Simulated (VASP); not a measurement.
The system is V.

```
V
1.0
     4.27512    0.00000    0.00000
    -2.13756    3.70236    0.00000
     0.00000    0.00000    2.62065
V
3
Direct
  0.00000 0.00000 0.00000
  0.33333 0.66667 0.50000
  0.66667 0.33333 0.50000
```

This isn't the form of V at room conditions, which is bcc.

- Program: VASP 6.6.1
- Task: relaxation of cell and atoms
- Functional: BLYP
- Potentials or basis: VASP PAW PBE potentials, release 64 (V_sv)
- Cutoff: 600 eV
- k mesh: 9 × 9 × 12
- Occupations: fermi-dirac, width 0.1 eV
- Spin: no spin polarisation

At the start: pressure 4.6 GPa; volume 13.83 Å³/atom.

Question: Where does the relaxation end?

Answer: Over 8 steps the energy falls by 114.9 meV/atom and the volume is 14.11 Å³/atom (+2.1 %); space group P6/mmm (No. 191, to 0.1 Å) before and after.

Step by step:
```csv
step,energy change (eV),largest force (eV/Å),pressure (GPa),volume (Å³)
1,0.0000,0.0000,4.64,41.48
2,-0.3024,0.0000,-5.09,43.77
3,-0.3052,0.0000,-5.60,43.93
4,-0.3203,0.0000,4.72,41.26
5,-0.3446,0.0000,-0.21,42.41
6,-0.3446,0.0000,-0.08,42.38
7,-0.3447,0.0000,0.06,42.35
8,-0.3447,0.0000,0.05,42.34
```

Final structure:
```cif
data_structure
_symmetry_space_group_name_H-M 'P 1'
_symmetry_Int_Tables_number 1
_cell_length_a 4.5106
_cell_length_b 4.5106
_cell_length_c 2.4032
_cell_angle_alpha 90.000
_cell_angle_beta 90.000
_cell_angle_gamma 120.000
_cell_volume 42.34
loop_
_atom_site_label
_atom_site_type_symbol
_atom_site_fract_x
_atom_site_fract_y
_atom_site_fract_z
_atom_site_occupancy
V1 V 0.00000 0.00000 0.00000 1
V2 V 0.33333 0.66667 0.50000 1
V3 V 0.66667 0.33333 0.50000 1
```

Caveat: the PAW data sets were made with another functional, which shifts forces and pressure a little.
